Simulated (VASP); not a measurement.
Input of a VASP 6.6.1 run:

INCAR

```
SYSTEM = GaO2
PREC     = Accurate       ! precision mode
ENCUT    = 520            ! plane-wave cutoff, eV
EDIFF    = 1E-6           ! SCF threshold, eV
ISMEAR   = 0              ! smearing method
SIGMA    = 0.02           ! smearing width, eV
LREAL    = .FALSE.        ! projectors in reciprocal space
LASPH    = .TRUE.         ! aspherical terms in the spheres
NELM     = 150            ! most SCF steps
ALGO     = Normal         ! electronic algorithm
ISIF     = 2              ! what is computed and relaxed
LWAVE    = .FALSE.        ! write WAVECAR
LCHARG   = .FALSE.        ! write CHGCAR
ISPIN    = 2              ! spin polarisation
MAGMOM   = 0 0.51 0.51    ! initial moments
LORBIT   = 11             ! projections on sites
GGA      = PE             ! functional
NBANDS   = 24             ! bands
```

File KPOINTS:

```
regular mesh
0
G
  12 12 12
  0 0 0
```

Contents of POSCAR:

```
GaO2
1.0
    1.4953145074      0.8633202334      5.4462578444
   -1.4953145074      0.8633202334      5.4462578444
    0.0000000000     -1.7266404667      5.4462578444
Ga O
1 2
Direct
    0.0000097548      0.0000097548      0.0000097548
    0.2681864977      0.2681864977      0.2681864977
    0.3985037475      0.3985037475      0.3985037475
```

Potentials or basis: VASP PAW PBE potentials, release 64 (Ga_d, O).

Run with:

```sh
$ cat potpaw_PBE.64/Ga_d/POTCAR potpaw_PBE.64/O/POTCAR > POTCAR
$ mpirun -np 1 vasp_std > vasp.out
```

**Question.** What does it give for the site moments?

**Answer.** Ga -0.04; O +0.44 μB.

**Question.** Predict the band gap on the k mesh.

**Answer.** 0.58 eV.

Forces on the atoms (eV/Å):
```
Ga   0.000  0.000  0.000
O    0.000  0.000 -0.079
O    0.000  0.000  0.079
```

A k mesh can miss the band edges.
